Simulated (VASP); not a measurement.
# WSe2 (P6_3/mmc) in VASP: single point with PBEsol

Aim: the single point of WSe2 with PBEsol.

Everything below comes from runs of VASP 6.6.1. Logs are shortened: lines on timing, memory, paths and dates and some standing lists are left out, and cuts for length are marked.

**Measured values to compare with.**

From “Time-resolved XUV ARPES with tunable 24–33 eV laser pulses at 30 meV resolution”, 2019, pmc:6684652, for a bulk crystal of WSe2: band gap 1.3 eV (indirect).

The runs below are set against these values where they give the same quantity.

**1. The cell of the first run**

Symmetry: P6_3/mmc, No. 194, hexagonal system. Conventional cell: a = 3.271 Å, b = 3.271 Å, c = 13.223 Å, α = 90.00°, β = 90.00°, γ = 120.00°. Within 3.3 Å of W (site symmetry -6m2) lie 6 Se at 2.52 Å and 6 W at 3.27 Å. Se (site symmetry 3m) has 3 W at 2.52 Å and 6 Se at 3.27 Å within 3.3 Å.

**2. Single point, PBEsol**

INCAR

```
SYSTEM = WSe2
  PREC = Accurate
  ENCUT = 520
  EDIFF = 1E-6
  ISMEAR = 0
  SIGMA = 0.01
  LREAL = .False.
  LASPH = .True.
  NELM = 60
  ALGO = Normal
  ISIF = 2
  LWAVE = .False.
  LCHARG = .False.
  GGA = PS
  NBANDS = 35
```

KPOINTS

```
Automatic mesh
0
Gamma
  8 8 2
  0 0 0
```

POSCAR

```
WSe2
1.0
    3.2711283425      0.0000000000      0.0000000000
   -1.6355641713      2.8328802437      0.0000000000
    0.0000000000      0.0000000000     13.2228848636
W Se
2 4
Direct
    0.3333333333      0.6666666667      0.2500000000
    0.6666666667      0.3333333333      0.7500000000
    0.3333333333      0.6666666667      0.6233871180
    0.6666666667      0.3333333333      0.1233871180
    0.3333333333      0.6666666667      0.8766128820
    0.6666666667      0.3333333333      0.3766128820
```

Potentials or basis: VASP PAW PBE potentials, release 64 (W_sv, Se).

Run with:

```sh
$ cat potpaw_PBE.64/W_sv/POTCAR potpaw_PBE.64/Se/POTCAR > POTCAR
$ mpirun -np 1 vasp_std > vasp.out
```

OUTCAR:

```text
SYSTEM = WSe2
   PREC = Accurate
   ENCUT = 520
   EDIFF = 1E-6
   ISMEAR = 0
   LREAL = .False.
   LASPH = .True.
   NELM = 60
   ISIF = 2
   GGA = PS

 ion  position               nearest neighbor table
   1  0.333  0.667  0.250-   4 2.52   6 2.52   4 2.52   6 2.52   4 2.52   6 2.52
   2  0.667  0.333  0.750-   3 2.52   5 2.52   3 2.52   5 2.52   3 2.52   5 2.52
   3  0.333  0.667  0.623-   2 2.52   2 2.52   2 2.52
   4  0.667  0.333  0.123-   1 2.52   1 2.52   1 2.52
   5  0.333  0.667  0.877-   2 2.52   2 2.52   2 2.52
   6  0.667  0.333  0.377-   1 2.52   1 2.52   1 2.52

  LATTYP: Found a hexagonal cell.
 ALAT       =     3.2711283425
 C/A-ratio  =     4.0423008452

  Lattice vectors:

 A1 = (   3.2711283425,   0.0000000000,   0.0000000000)
 A2 = (  -1.6355641713,   2.8328802437,   0.0000000000)
 A3 = (   0.0000000000,   0.0000000000,  13.2228848636)

Analysis of symmetry for initial positions (statically):
=====================================================================
 Subroutine PRICEL returns:
 Original cell was already a primitive cell.

 Routine SETGRP: Setting up the symmetry group for a
 hexagonal supercell.

 Subroutine GETGRP returns: Found 24 space group operations
 (whereof 12 operations were pure point group operations)
 out of a pool of 24 trial point group operations.

The static configuration has the point symmetry D_3d.
 The point group associated with its full space group is D_6h.

Analysis of symmetry for dynamics (positions and initial velocities):
=====================================================================
 Subroutine PRICEL returns:
 Original cell was already a primitive cell.

 Routine SETGRP: Setting up the symmetry group for a
 hexagonal supercell.

 Subroutine GETGRP returns: Found 24 space group operations
 (whereof 12 operations were pure point group operations)
 out of a pool of 24 trial point group operations.

The dynamic configuration has the point symmetry D_3d.
 The point group associated with its full space group is D_6h.

 Subroutine INISYM returns: Found 24 space group operations
 (whereof 12 operations are pure point group operations),
 and found     1 'primitive' translations

----------------------------------------------------------------------------------------

                                     Primitive cell

  volume of cell :     122.5327

  direct lattice vectors                    reciprocal lattice vectors
     3.271128342  0.000000000  0.000000000     0.305704911  0.176498813  0.000000000
    -1.635564171  2.832880244  0.000000000     0.000000000  0.352997626  0.000000000
     0.000000000  0.000000000 13.222884864     0.000000000  0.000000000  0.075626462

  length of vectors
     3.271128342  3.271128343 13.222884864     0.352997626  0.352997626  0.075626462

  position of ions in fractional coordinates (direct lattice)
     0.333333333  0.666666667  0.250000000
     0.666666667  0.333333333  0.750000000
     0.333333333  0.666666667  0.623387118
     0.666666667  0.333333333  0.123387118
     0.333333333  0.666666667  0.876612882
     0.666666667  0.333333333  0.376612882

  ion indices of the primitive-cell ions
   primitive index   ion index
                 1           1
                 2           2
                 3           3
                 4           4
                 5           5
                 6           6

----------------------------------------------------------------------------------------

 KPOINTS: Automatic mesh

Automatic generation of k-mesh.
 Grid dimensions read from file:
 generate k-points for:    8    8    2

 Generating k-lattice:

  Cartesian coordinates                     Fractional coordinates (reciprocal lattice)
     0.038213114  0.022062352  0.000000000     0.125000000  0.000000000  0.000000000
     0.000000000  0.044124703  0.000000000     0.000000000  0.125000000  0.000000000
     0.000000000  0.000000000  0.037813231     0.000000000  0.000000000  0.500000000

  Length of vectors
     0.044124703  0.044124703  0.037813231

  Shift w.r.t. Gamma in fractional coordinates (k-lattice)
     0.000000000  0.000000000  0.000000000

 Subroutine IBZKPT returns following result:
 ===========================================

 Found     20 irreducible k-points:

 Following reciprocal coordinates:
            Coordinates               Weight
  0.000000  0.000000  0.000000      1.000000
  0.125000  0.000000  0.000000      6.000000
  0.250000  0.000000  0.000000      6.000000
  0.375000 -0.000000  0.000000      6.000000
  0.500000  0.000000  0.000000      3.000000
  0.125000  0.125000  0.000000      6.000000
[... 12 lines left out ...]
  0.250000  0.250000  0.500000      6.000000
  0.375000  0.250000  0.500000      6.000000
   k-points           NKPTS =     20   k-points in BZ     NKDIM =     20   number of bands    NBANDS=     35
   number of dos      NEDOS =    301   number of ions     NIONS =      6
   total plane-waves  NPLWV =  56448
   dimension x,y,z NGX =    24 NGY =   24 NGZ =   98
   dimension x,y,z NGXF=    48 NGYF=   48 NGZF=  196
   ions per type =               2   4
   NGX,Y,Z   is equivalent  to a cutoff of  12.20, 12.20, 12.32 a.u.
   NGXF,Y,Z  is equivalent  to a cutoff of  24.39, 24.39, 24.64 a.u.
 SYSTEM =  WSe2
   PREC   = accura    normal or accurate (medium, high low for compatibility)
   ISTART =      0    job   : 0-new  1-cont  2-samecut
   ICHARG =      2    charge: 1-file 2-atom 10-const
   ISPIN  =      1    spin polarized calculation?
   LNONCOLLINEAR =      F non collinear calculations
   LSORBIT =      F    spin-orbit coupling
   LASPH  =      T    aspherical Exc in radial PAW
   ENCUT  =  520.0 eV  38.22 Ry    6.18 a.u.   6.08  6.08 24.59*2*pi/ulx,y,z
   NELM   =     60;   NELMIN=  2; NELMDL= -5     # of ELM steps
   EDIFF  = 0.1E-05   stopping-criterion for ELM
   LREAL  =      F    real-space projection
   EDIFFG = 0.1E-04   stopping-criterion for IOM
   NSW    =      0    number of steps for IOM
   IBRION =     -1    ionic relax: 0-MD 1-quasi-New 2-CG
   NFREE  =      0    steps in history (QN), initial steepest desc. (CG)
   ISIF   =      2    stress and relaxation
   ISYM   =      2    0-nonsym 1-usesym 2-fastsym
   POTIM  = 0.5000    time-step for ionic-motion
   TEBEG  =    0.0;   TEEND  =   0.0 temperature during run
   PSTRESS=    0.0 pullay stress
   NELECT =      52.0000    total number of electrons
   NUPDOWN=      -1.0000    fix difference up-down
   EMIN   =  10.00;   EMAX   =-10.00  energy-range for DOS
   EFERMI =   0.00;   METHOD = LEGACY
   ISMEAR =     0;   SIGMA  =   0.01  broadening in eV -4-tet -1-fermi 0-gaus
   EFERMI_NEDOS =   21; number of points for ismear=-14 and -15
   IALGO  =     38    algorithm
   IMIX   =      4    mixing-type and parameters
     AMIX     =   0.40;   BMIX     =  1.00
     AMIX_MAG =   1.60;   BMIX_MAG =  1.00
  volume/ion in A,a.u.               =      20.42       137.82
  Fermi-wavevector in a.u.,A,eV,Ry     =   1.230246  2.324828 20.592487  1.513505
  Thomas-Fermi vector in A             =   2.365102
   LORBIT       =      0    0 simple, 1 ext, 2 COOP (PROOUT), +10 PAW based schemes
   GGA     = PS    functional components
   LHFCALC =     F    Hartree Fock is set to
   AEXX    =    0.0000 exact exchange contribution
   IVDW    =     0    specifies the selected vdW correction
   LEPSILON=     F    determine dielectric tensor
   LRPA    =     F    only Hartree local field effects (RPA)
 non-spin polarized calculation
 Gauss-broadening in eV      SIGMA  =   0.01
  energy-cutoff  :      520.00
  volume of cell :      122.53
 maximum number of plane-waves:      3332
   NGX = 13   NGY = 13   NGZ = 49

 number of electron      51.9999994 magnetization

 Free energy of the ion-electron system (eV)
  ---------------------------------------------------
  ext. energy  EPLUGINS =         0.00000000
  ---------------------------------------------------
  free energy    TOTEN  =       -46.55013830 eV

  energy without entropy =      -46.55013830  energy(sigma->0) =      -46.55013830

 E-fermi :   6.0655     XC(G=0): -10.8335

 val. band max:        5.9490368542   @ k =   0.0000   0.0000   0.0000
 cond. band min:       7.1025745060   @ k =   0.2500   0.1250   0.0000
 fundamental gap:      1.1535376517
 Fermi energy:         6.0654571181

 k-point     1 :       0.0000    0.0000    0.0000
  band No.  band energies     occupation
      1     -68.2227      2.00000
      2     -68.2227      2.00000
      3     -32.4877      2.00000
      4     -32.4876      2.00000
      5     -32.3383      2.00000
      6     -32.3383      2.00000
[... 27 lines left out ...]
     34       9.0379      0.00000
     35      10.5167      0.00000

 k-point     2 :       0.1250    0.0000    0.0000
  band No.  band energies     occupation
      1     -68.2211      2.00000
      2     -68.2211      2.00000
      3     -32.4805      2.00000
      4     -32.4805      2.00000
      5     -32.3754      2.00000
      6     -32.3754      2.00000
[... 27 lines left out ...]
     34       9.2078      0.00000
     35      11.6494      0.00000

 k-point     3 :       0.2500    0.0000    0.0000
  band No.  band energies     occupation
      1     -68.2171      2.00000
      2     -68.2171      2.00000
      3     -32.4640      2.00000
      4     -32.4640      2.00000
      5     -32.4633      2.00000
      6     -32.4633      2.00000
[... 27 lines left out ...]
     34       9.9058      0.00000
     35      12.3253      0.00000

 k-point     4 :       0.3750   -0.0000    0.0000
  band No.  band energies     occupation
      1     -68.2131      2.00000
      2     -68.2131      2.00000
      3     -32.5512      2.00000
      4     -32.5512      2.00000
      5     -32.4460      2.00000
      6     -32.4460      2.00000
[... 27 lines left out ...]
     34      10.3343      0.00000
     35      10.8451      0.00000

 k-point     5 :       0.5000    0.0000    0.0000
  band No.  band energies     occupation
      1     -68.2114      2.00000
      2     -68.2114      2.00000
      3     -32.5869      2.00000
      4     -32.5869      2.00000
      5     -32.4389      2.00000
      6     -32.4389      2.00000
[... 486 lines left out ...]
 k-point    18 :       0.3750    0.1250    0.5000
  band No.  band energies     occupation
      1     -68.2114      2.00000
      2     -68.2114      2.00000
      3     -32.5677      2.00000
      4     -32.5677      2.00000
      5     -32.4389      2.00000
      6     -32.4389      2.00000
[... 27 lines left out ...]
     34       9.9352      0.00000
     35      11.0717      0.00000

 k-point    19 :       0.2500    0.2500    0.5000
  band No.  band energies     occupation
      1     -68.2114      2.00000
      2     -68.2114      2.00000
      3     -32.5411      2.00000
      4     -32.5411      2.00000
      5     -32.4442      2.00000
      6     -32.4442      2.00000
[... 27 lines left out ...]
     34      10.3947      0.00000
     35      12.0110      0.00000

 k-point    20 :       0.3750    0.2500    0.5000
  band No.  band energies     occupation
      1     -68.2103      2.00000
      2     -68.2103      2.00000
      3     -32.5440      2.00000
      4     -32.5440      2.00000
      5     -32.4730      2.00000
      6     -32.4730      2.00000
[... 27 lines left out ...]
     34      10.3976      0.00000
     35      11.6759      0.00000

------------------------ aborting loop because EDIFF is reached ----------------------------------------

  FORCE on cell =-STRESS in cart. coord.  units (eV):
  Direction    XX          YY          ZZ          XY          YZ          ZX
  --------------------------------------------------------------------------------------
  -------------------------------------------------------------------------------------
  Total        0.2832869      0.2832869      0.3947896     -0.0000000     -0.0000000      0.0000000
  in kB        3.7041204      3.7041204      5.1620751     -0.0000000     -0.0000000      0.0000000
  external PRESSURE =       4.1901053 kB  Pullay stress =       0.0000000 kB

 VOLUME and BASIS-vectors are now :
 -----------------------------------------------------------------------------
  energy-cutoff  :      520.00
  volume of cell :      122.53
      direct lattice vectors                 reciprocal lattice vectors
     3.271128342  0.000000000  0.000000000     0.305704911  0.176498813  0.000000000
    -1.635564171  2.832880244  0.000000000     0.000000000  0.352997626  0.000000000
     0.000000000  0.000000000 13.222884864     0.000000000  0.000000000  0.075626462

 POSITION                                       TOTAL-FORCE (eV/Angst)
 -----------------------------------------------------------------------------------
     -0.00000      1.88859      3.30572        -0.000000      0.000000      0.000000
      1.63556      0.94429      9.91716         0.000000     -0.000000      0.000000
     -0.00000      1.88859      8.24298         0.000000     -0.000000     -0.060929
      1.63556      0.94429      1.63153        -0.000000      0.000000     -0.060929
     -0.00000      1.88859     11.59135         0.000000     -0.000000      0.060929
      1.63556      0.94429      4.97991        -0.000000      0.000000      0.060929
 -----------------------------------------------------------------------------------
    total drift:                                0.000000     -0.000000      0.000000

  FREE ENERGIE OF THE ION-ELECTRON SYSTEM (eV)
  ---------------------------------------------------
  free  energy   TOTEN  =       -46.5501382969 eV

  energy  without entropy=      -46.5501382969  energy(sigma->0) =      -46.55013830
```

It took 83 s on 1 thread of AMD EPYC 7R43 (Zen 3), shared host; peak memory 0.22 GiB.

What came out:

```
Free energy            : -46.5501 eV
Pressure               : 0.4 GPa
Largest force          : 0.061 eV/Å
Band gap on the k mesh : 1.15 eV, indirect (least direct gap 1.96 eV)
```

Forces on the atoms (eV/Å):
```
W    0.000  0.000  0.000
W    0.000  0.000  0.000
Se   0.000  0.000 -0.061
Se   0.000  0.000 -0.061
Se   0.000  0.000  0.061
Se   0.000  0.000  0.061
```

Caveat: the PAW data sets were made with another functional, which shifts forces and pressure a little; spin-orbit coupling is left out, which moves the levels of the heavy elements; this functional lacks dispersion, which binds the layers, so the pressure and a relaxed spacing across them are unreliable.

**3. How close it comes**

Step 2. A measured gap of WSe2 is 1.3 eV (indirect; “Time-resolved XUV ARPES with tunable 24–33 eV laser pulses at 30 meV resolution”, 2019, pmc:6684652); the calculated 1.15 eV misses it by -0.15 eV. Spin-orbit coupling on Se, W is left out. The value is that of PBEsol on a finite k mesh, which can miss the band edges, without temperature or zero-point motion. Semilocal functionals fall short of measured gaps as a rule.
